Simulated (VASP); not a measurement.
# BeS (Cmme) in VASP: a series of runs

Runs on BeS. Level: PBE. Tasks: single point.

All numbers are computed with VASP 6.6.1; they aren't measurements. Logs are shortened: lines on timing, memory, paths and dates and some standing lists are left out, and cuts for length are marked.

## (1) The cell of the first run

It takes space group Cmme (No. 67, orthorhombic). Conventional cell: a = 6.653 Å, b = 6.653 Å, c = 4.704 Å, α = 90.00°, β = 90.00°, γ = 90.00°. Be (site symmetry 2/m) has 2 S at 2.04 Å within 2.7 Å. Within 2.7 Å of S (site symmetry mm2) lie 2 Be at 2.04 Å.

## (2) Single point, PBE

File INCAR:

```
SYSTEM = BeS
PREC = Accurate
ENCUT = 520
EDIFF = 1E-7
ISMEAR = 0
SIGMA = 0.1
LREAL = .FALSE.
LASPH = .TRUE.
NELM = 60
ALGO = Normal
ISIF = 2
LWAVE = .FALSE.
LCHARG = .FALSE.
GGA = PE
NBANDS = 16
```

File KPOINTS:

```
Automatic mesh
0
G
  4 4 4
  0 0 0
```

File POSCAR:

```
BeS
1.0
    3.3264070700     -3.3264070700      0.0000000000
    3.3264070700      3.3264070700      0.0000000000
    0.0000000000      0.0000000000      4.7042499900
Be S
2 2
Direct
    0.5000000000      0.5000000000      0.0000000000
    0.0000000000      0.0000000000      0.0000000000
    0.7500000000      0.2500000000      0.7500000000
    0.2500000000      0.7500000000      0.2500000000
```

Potentials or basis: VASP PAW PBE potentials, release 64 (Be, S).

The run is started by

```console
$ cat potpaw_PBE.64/Be/POTCAR potpaw_PBE.64/S/POTCAR > POTCAR
$ mpirun -np 1 vasp_std > vasp.out
```

OUTCAR:

```text
SYSTEM = BeS
   PREC = Accurate
   ENCUT = 520
   EDIFF = 1E-7
   ISMEAR = 0
   LREAL = .FALSE.
   LASPH = .TRUE.
   NELM = 60
   ISIF = 2
   GGA = PE

 ion  position               nearest neighbor table
   1  0.500  0.500  0.000-   3 2.04   4 2.04
   2  0.000  0.000  0.000-   3 2.04   4 2.04
   3  0.750  0.250  0.750-   1 2.04   2 2.04
   4  0.250  0.750  0.250-   1 2.04   2 2.04

  LATTYP: Found a simple cubic cell.
 ALAT       =     4.7042499924

  Lattice vectors:

 A1 = (   3.3264070700,  -3.3264070700,   0.0000000000)
 A2 = (   3.3264070700,   3.3264070700,   0.0000000000)
 A3 = (   0.0000000000,   0.0000000000,   4.7042499900)

Analysis of symmetry for initial positions (statically):
=====================================================================
 Subroutine PRICEL returns:
 Original cell was already a primitive cell.

 Routine SETGRP: Setting up the symmetry group for a
 simple cubic supercell.

 Subroutine GETGRP returns: Found  8 space group operations
 (whereof  4 operations were pure point group operations)
 out of a pool of 48 trial point group operations.

The static configuration has the point symmetry C_2h.
 The point group associated with its full space group is D_2h.

Analysis of symmetry for dynamics (positions and initial velocities):
=====================================================================
 Subroutine PRICEL returns:
 Original cell was already a primitive cell.

 Routine SETGRP: Setting up the symmetry group for a
 simple cubic supercell.

 Subroutine GETGRP returns: Found  8 space group operations
 (whereof  4 operations were pure point group operations)
 out of a pool of 48 trial point group operations.

The dynamic configuration has the point symmetry C_2h.
 The point group associated with its full space group is D_2h.

 Subroutine INISYM returns: Found  8 space group operations
 (whereof  4 operations are pure point group operations),
 and found     1 'primitive' translations

----------------------------------------------------------------------------------------

                                     Primitive cell

  volume of cell :     104.1049

  direct lattice vectors                    reciprocal lattice vectors
     3.326407070 -3.326407070  0.000000000     0.150312331 -0.150312331  0.000000000
     3.326407070  3.326407070  0.000000000     0.150312331  0.150312331  0.000000000
     0.000000000  0.000000000  4.704249990     0.000000000  0.000000000  0.212573737
[... 86 lines left out ...]
   EDIFFG = 0.1E-05   stopping-criterion for IOM
   NSW    =      0    number of steps for IOM
   IBRION =     -1    ionic relax: 0-MD 1-quasi-New 2-CG
   NFREE  =      0    steps in history (QN), initial steepest desc. (CG)
   ISIF   =      2    stress and relaxation
   ISYM   =      2    0-nonsym 1-usesym 2-fastsym
   POTIM  = 0.5000    time-step for ionic-motion
   TEBEG  =    0.0;   TEEND  =   0.0 temperature during run
   PSTRESS=    0.0 pullay stress
   NELECT =      16.0000    total number of electrons
   NUPDOWN=      -1.0000    fix difference up-down
   EMIN   =  10.00;   EMAX   =-10.00  energy-range for DOS
   EFERMI =   0.00;   METHOD = LEGACY
   ISMEAR =     0;   SIGMA  =   0.10  broadening in eV -4-tet -1-fermi 0-gaus
   EFERMI_NEDOS =   21; number of points for ismear=-14 and -15
   IALGO  =     38    algorithm
   IMIX   =      4    mixing-type and parameters
     AMIX     =   0.40;   BMIX     =  1.00
     AMIX_MAG =   1.60;   BMIX_MAG =  1.00
  volume/ion in A,a.u.               =      26.03       175.63
  Fermi-wavevector in a.u.,A,eV,Ry     =   0.876916  1.657130 10.462620  0.768981
  Thomas-Fermi vector in A             =   1.996792
   LORBIT       =      0    0 simple, 1 ext, 2 COOP (PROOUT), +10 PAW based schemes
   GGA     = PE    functional components
   LHFCALC =     F    Hartree Fock is set to
   AEXX    =    0.0000 exact exchange contribution
   IVDW    =     0    specifies the selected vdW correction
   LEPSILON=     F    determine dielectric tensor
   LRPA    =     F    only Hartree local field effects (RPA)
 non-spin polarized calculation
 Gauss-broadening in eV      SIGMA  =   0.10
  energy-cutoff  :      520.00
  volume of cell :      104.10
 maximum number of plane-waves:      2832
 NGX is ok and might be reduce to    36
   NGX = 17   NGY = 17   NGZ = 17

 number of electron      16.0000004 magnetization

 Free energy of the ion-electron system (eV)
  ---------------------------------------------------
  ext. energy  EPLUGINS =         0.00000000
  ---------------------------------------------------
  free energy    TOTEN  =       -16.80879617 eV

  energy without entropy =      -16.80879617  energy(sigma->0) =      -16.80879617

 E-fermi :   0.4596     XC(G=0):  -7.2694

 val. band max:       -0.0143059374   @ k =   0.5000   0.5000   0.0000
 cond. band min:       1.9263229324   @ k =   0.0000   0.0000   0.0000
 fundamental gap:      1.9406288697
 Fermi energy:         0.4595945400

 k-point     1 :       0.0000    0.0000    0.0000
  band No.  band energies     occupation
      1     -11.7446      2.00000
      2     -11.2339      2.00000
      3      -3.3497      2.00000
      4      -2.6563      2.00000
      5      -2.1554      2.00000
      6      -1.2867      2.00000
[... 376 lines left out ...]
      3      -3.7787      2.00000
      4      -3.2773      2.00000
      5      -2.3886      2.00000
      6      -2.2285      2.00000
[... 8 lines left out ...]
     15       8.1838      0.00000
     16      10.2438      0.00000

------------------------ aborting loop because EDIFF is reached ----------------------------------------

  FORCE on cell =-STRESS in cart. coord.  units (eV):
  Direction    XX          YY          ZZ          XY          YZ          ZX
  --------------------------------------------------------------------------------------
  -------------------------------------------------------------------------------------
  Total        0.5958968    -10.2056656     -3.5350159      0.0000000      0.0000000      0.0000000
  in kB        9.1708680   -157.0654772    -54.4039932      0.0000000      0.0000000      0.0000000
  external PRESSURE =     -67.4328675 kB  Pullay stress =       0.0000000 kB

 VOLUME and BASIS-vectors are now :
 -----------------------------------------------------------------------------
  energy-cutoff  :      520.00
  volume of cell :      104.10
      direct lattice vectors                 reciprocal lattice vectors
     3.326407070 -3.326407070  0.000000000     0.150312331 -0.150312331  0.000000000
     3.326407070  3.326407070  0.000000000     0.150312331  0.150312331  0.000000000
     0.000000000  0.000000000  4.704249990     0.000000000  0.000000000  0.212573737

 POSITION                                       TOTAL-FORCE (eV/Angst)
 -----------------------------------------------------------------------------------
      3.32641      0.00000      0.00000         0.000000      0.000000      0.000000
      0.00000      0.00000      0.00000         0.000000      0.000000      0.000000
      3.32641     -1.66320      3.52819        -0.000000     -0.000000      1.401463
      3.32641      1.66320      1.17606         0.000000     -0.000000     -1.401463
 -----------------------------------------------------------------------------------
    total drift:                                0.000000      0.000000     -0.000000

  FREE ENERGIE OF THE ION-ELECTRON SYSTEM (eV)
  ---------------------------------------------------
  free  energy   TOTEN  =       -16.8087961720 eV

  energy  without entropy=      -16.8087961720  energy(sigma->0) =      -16.80879617
```

OSZICAR:

```text
N       E                     dE             d eps       ncg     rms          rms(c)
DAV:   1     0.583279387994E+02    0.58328E+02   -0.59719E+03   672   0.792E+02
DAV:   2    -0.114343744766E+02   -0.69762E+02   -0.62295E+02   888   0.137E+02
DAV:   3    -0.175701507571E+02   -0.61358E+01   -0.60894E+01   944   0.458E+01
DAV:   4    -0.176646853747E+02   -0.94535E-01   -0.94507E-01   920   0.661E+00
DAV:   5    -0.176666629634E+02   -0.19776E-02   -0.19775E-02   968   0.993E-01    0.755E+00
DAV:   6    -0.168486545124E+02    0.81801E+00   -0.12609E+00   800   0.502E+00    0.509E+00
DAV:   7    -0.167938345527E+02    0.54820E-01   -0.28308E-01   864   0.249E+00    0.278E+00
DAV:   8    -0.168094563840E+02   -0.15622E-01   -0.30309E-02   832   0.114E+00    0.559E-01
DAV:   9    -0.168077831836E+02    0.16732E-02   -0.45716E-03   872   0.477E-01    0.283E-01
DAV:  10    -0.168085259158E+02   -0.74273E-03   -0.12615E-03   920   0.187E-01    0.101E-01
DAV:  11    -0.168087630342E+02   -0.23712E-03   -0.23160E-04   848   0.940E-02    0.114E-01
DAV:  12    -0.168087932480E+02   -0.30214E-04   -0.75312E-05   896   0.479E-02    0.293E-02
DAV:  13    -0.168087961973E+02   -0.29493E-05   -0.88695E-06   904   0.181E-02    0.146E-02
DAV:  14    -0.168087961720E+02    0.25332E-07   -0.56055E-07   944   0.445E-03
   1 F= -.16808796E+02 E0= -.16808796E+02  d E =-.155532E-12
```

It took 24 s on 1 thread of Intel Xeon Platinum 8375C at 2.90GHz (Ice Lake), shared host; peak memory 0.21 GiB.

What came out:

```yaml
Free_energy: -16.8088 eV
Pressure: -6.7 GPa
Largest_force: 1.401 eV/Å
Band_gap_on_the_k_mesh: 1.94 eV, indirect (least direct gap 2.14 eV)
```

Forces on the atoms (eV/Å):
```
Be   0.000  0.000  0.000
Be   0.000  0.000  0.000
S    0.000  0.000  1.401
S    0.000  0.000 -1.401
```

Caveat: forces of over 1 eV/Å act on the atoms, so gaps and moduli don't describe the material at rest. A k mesh can miss the band edges.

## (3) Single point, PBE

This run uses another cell than the first one, of 28.14 Å³/atom, 1.081 times its volume.

File INCAR:

```
ALGO     = Normal         # electronic algorithm
EDIFF    = 1E-6           # SCF threshold, eV
ENCUT    = 520            # plane-wave cutoff, eV
GGA      = PE             # functional
ISIF     = 2              # what is computed and relaxed
ISMEAR   = 0              # smearing method
LASPH    = T              # aspherical terms in the spheres
LCHARG   = F              # write CHGCAR
LREAL    = F              # projectors in reciprocal space
LWAVE    = F              # write WAVECAR
NBANDS   = 16             # bands
NELM     = 80             # most SCF steps
PREC     = Accurate       # precision mode
SIGMA    = 0.1            # smearing width, eV
```

File KPOINTS:

```
k-points
0
Gamma
  4 4 4
```

File POSCAR:

```
BeS
1.0
    3.7977291003     -2.8445944856      0.0000000000
    3.7977291003      2.8445944856      0.0000000000
    0.0000000000      0.0000000000      5.2097738211
Be S
2 2
Direct
    0.5000000000      0.5000000000      0.0000000000
    0.0000000000      0.0000000000      0.0000000000
    0.7500000000      0.2500000000      0.7593429621
    0.2500000000      0.7500000000      0.2406570379
```

Potentials or basis: VASP PAW PBE potentials, release 64 (Be, S).

The run is started by

```console
$ cat potpaw_PBE.64/Be/POTCAR potpaw_PBE.64/S/POTCAR > POTCAR
$ mpirun -np 1 vasp_std > vasp.out
```

It took 27 s on 1 thread of Intel Xeon Platinum 8375C at 2.90GHz (Ice Lake), shared host; peak memory 0.22 GiB.

Results (log left out):

* Free energy: -17.4591 eV
* Pressure: 0.0 GPa
* Largest force: 0.005 eV/Å
* Band gap on the k mesh: 2.85 eV, direct

Forces on the atoms (eV/Å):
```
Be   0.000  0.000  0.000
Be   0.000  0.000  0.000
S    0.000  0.000 -0.005
S    0.000  0.000  0.005
```

Stress tensor (GPa, compression positive):
```
-0.11  0.00  0.00
 0.00 -0.11  0.00
 0.00  0.00  0.12
```

Levels at points of the mesh, in eV from the valence-band top:
```tsv
k point	band 6	band 7	band 8	band 9	band 10	band 11
(0.00, 0.00, 0.00)	-1.57	-0.60	-0.21	2.93	3.48	3.80
(0.50, 0.00, 0.00)	-1.77	-0.82	-0.82	4.70	4.70	5.29
(0.50, 0.50, 0.00)	-1.90	-1.67	0.00	2.85	4.82	5.54
(0.00, 0.00, 0.50)	-1.96	-0.59	-0.13	3.99	4.03	5.02
(0.50, 0.00, 0.50)	-1.53	-0.71	-0.71	4.52	4.52	5.67
(0.50, 0.50, 0.50)	-1.86	-1.84	-0.50	4.02	5.84	6.48
```

A k mesh can miss the band edges. A hybrid or GW would open this gap; PBE tends to underestimate it.
